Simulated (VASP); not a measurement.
A run of VASP 6.6.1 is set up as follows.

INCAR

```
SYSTEM = Si3C
  PREC = Accurate
  ENCUT = 520
  EDIFF = 1E-6
  ISMEAR = -1
  SIGMA = 0.05
  LREAL = Auto
  LASPH = .TRUE.
  NELM = 100
  ALGO = Normal
  ISIF = 2
  LWAVE = .FALSE.
  LCHARG = .FALSE.
  GGA = PS
  ISYM = 0
  NBANDS = 166
```

File KPOINTS:

```
Automatic mesh
0
Gamma
  1 1 1
  0.25 0.25 0.25
```

Contents of POSCAR:

```
Si3C
1.0
    9.8629664187      0.0000000000      0.0000000000
    0.0000000000      9.8629664187      0.0000000000
    0.0000000000      0.0000000000      9.8629664187
Si C
48 16
Direct
    0.0243420000      0.9646740000      0.9907060000
    0.9894020000      0.5107750000      0.4677350000
    0.4897190000      0.0079290000      0.9840320000
    0.4698040000      0.5107180000      0.0078850000
    0.4776230000      0.4972460000      0.5045810000
    0.1314340000      0.1233400000      0.1222970000
    0.1855490000      0.1746490000      0.6623550000
    0.0903360000      0.6107610000      0.1214200000
    0.1390450000      0.6449950000      0.6021000000
    0.6176320000      0.1270180000      0.1300590000
    0.6298130000      0.1240770000      0.5878390000
    0.6370820000      0.6013750000      0.1565700000
    0.6369780000      0.6209030000      0.6212370000
    0.2408370000      0.2984950000      0.0071150000
    0.2339080000      0.7374130000      0.9730150000
    0.7630930000      0.2508580000      0.0079860000
    0.7440440000      0.7345850000      0.9997070000
    0.7848580000      0.7453140000      0.4860730000
    0.3543110000      0.8763830000      0.1259120000
    0.3696590000      0.8772520000      0.5944470000
    0.8875660000      0.4113200000      0.1325720000
    0.8710110000      0.3477300000      0.5963650000
    0.8933200000      0.8369490000      0.1427590000
    0.2251730000      0.9977400000      0.2968180000
    0.2341390000      0.9718850000      0.7571270000
    0.2522330000      0.4914540000      0.2422160000
    0.2539630000      0.4956230000      0.7584510000
    0.7518410000      0.9872560000      0.2565060000
    0.7780890000      0.9771880000      0.7010100000
    0.7591240000      0.4786950000      0.7484040000
    0.3776680000      0.1437120000      0.4105370000
    0.3512590000      0.1531970000      0.8586710000
    0.3344510000      0.6582670000      0.3876940000
    0.8865210000      0.1023070000      0.4016640000
    0.8906940000      0.1119090000      0.8654890000
    0.8971870000      0.6078340000      0.8808430000
    0.0041170000      0.2489960000      0.2651520000
    0.0252110000      0.2858620000      0.7769570000
    0.0047850000      0.7676650000      0.7405480000
    0.4821560000      0.2799110000      0.2388360000
    0.4930990000      0.2678820000      0.7155150000
    0.4988320000      0.7535320000      0.2602310000
    0.4735600000      0.7240960000      0.7503290000
    0.1588200000      0.3553190000      0.4016100000
    0.6574940000      0.3774010000      0.3728150000
    0.6091630000      0.3727560000      0.8842990000
    0.6084400000      0.8908290000      0.4062870000
    0.6231170000      0.8692670000      0.8503130000
    0.9940250000      0.9440690000      0.4871150000
    0.0104080000      0.4951790000      0.9904560000
    0.4918070000      0.0114730000      0.5041000000
    0.2858060000      0.2724270000      0.5338760000
    0.2199150000      0.7891260000      0.4888260000
    0.7547420000      0.2330680000      0.4838120000
    0.3670700000      0.3944440000      0.1218520000
    0.3682590000      0.3798860000      0.6208060000
    0.9071840000      0.8673990000      0.5956070000
    0.7705610000      0.5087590000      0.2688560000
    0.3605170000      0.6176380000      0.8745040000
    0.8741960000      0.6144630000      0.3378420000
    0.9547540000      0.6839230000      0.2283690000
    0.1121640000      0.4100140000      0.9014080000
    0.1207580000      0.9007710000      0.4353760000
    0.1257080000      0.8590930000      0.8632690000
```

Potentials or basis: VASP PAW PBE potentials, release 64 (Si, C).

The run is started by

```sh
$ cat potpaw_PBE.64/Si/POTCAR potpaw_PBE.64/C/POTCAR > POTCAR
$ mpirun -np 1 vasp_std > vasp.out
```

Question: Estimate the largest force.

Answer: 0.378 eV/Å.

Question: Predict the pressure.

Answer: 0.2 GPa.

Question: Predict the band gap on the k mesh.

Answer: 0.12 eV, indirect (least direct gap 0.17 eV).

Forces on the atoms (eV/Å):
```
Si  -0.002 -0.084 -0.001
Si   0.058  0.172  0.101
Si  -0.183 -0.027 -0.027
Si   0.071  0.018  0.061
Si  -0.056  0.033  0.054
Si   0.139 -0.055 -0.011
Si  -0.187 -0.275 -0.180
Si   0.005  0.048 -0.099
Si  -0.061 -0.032 -0.103
Si   0.003  0.064  0.075
Si  -0.087  0.032  0.130
Si  -0.133 -0.034 -0.006
Si  -0.051  0.009  0.085
Si   0.026 -0.008  0.033
Si  -0.030  0.118  0.149
Si  -0.035  0.112 -0.036
Si  -0.091  0.035 -0.108
Si   0.038  0.020 -0.093
Si  -0.054 -0.031  0.028
Si  -0.004 -0.012  0.000
Si  -0.098 -0.111  0.015
Si  -0.075  0.007  0.014
Si   0.119  0.097  0.049
Si  -0.042  0.078  0.112
Si  -0.015  0.126 -0.011
Si   0.001  0.190  0.044
Si  -0.008  0.080 -0.010
Si   0.013 -0.018 -0.083
Si   0.043  0.124 -0.004
Si  -0.062  0.019  0.026
Si  -0.130 -0.079  0.072
Si   0.111 -0.025  0.107
Si  -0.064 -0.094 -0.011
Si   0.056  0.070  0.144
Si   0.020 -0.042 -0.121
Si   0.072 -0.091 -0.129
Si   0.053 -0.079  0.037
Si  -0.202 -0.029 -0.038
Si  -0.021 -0.007 -0.062
Si   0.029  0.012 -0.163
Si   0.072 -0.021  0.074
Si  -0.010 -0.056 -0.011
Si  -0.092  0.046 -0.037
Si   0.080 -0.139  0.064
Si   0.035 -0.049 -0.149
Si   0.060  0.006 -0.144
Si   0.061 -0.051 -0.029
Si   0.033 -0.047  0.019
C    0.146 -0.097  0.043
C    0.144 -0.056 -0.090
C    0.077 -0.064 -0.057
C   -0.092  0.176 -0.241
C    0.016  0.162  0.047
C    0.083  0.047  0.108
C   -0.055 -0.105 -0.008
C    0.057 -0.049  0.142
C    0.035  0.012  0.012
C    0.035 -0.004 -0.095
C    0.086 -0.096  0.015
C   -0.011 -0.073  0.094
C    0.086  0.112  0.166
C    0.007 -0.058  0.071
C    0.012 -0.077 -0.013
C   -0.029  0.151 -0.022
```

Caveat: the k points lie up to 0.64 Å⁻¹ apart; the PAW data sets were made with another functional, which shifts forces and pressure a little. A k mesh can miss the band edges.
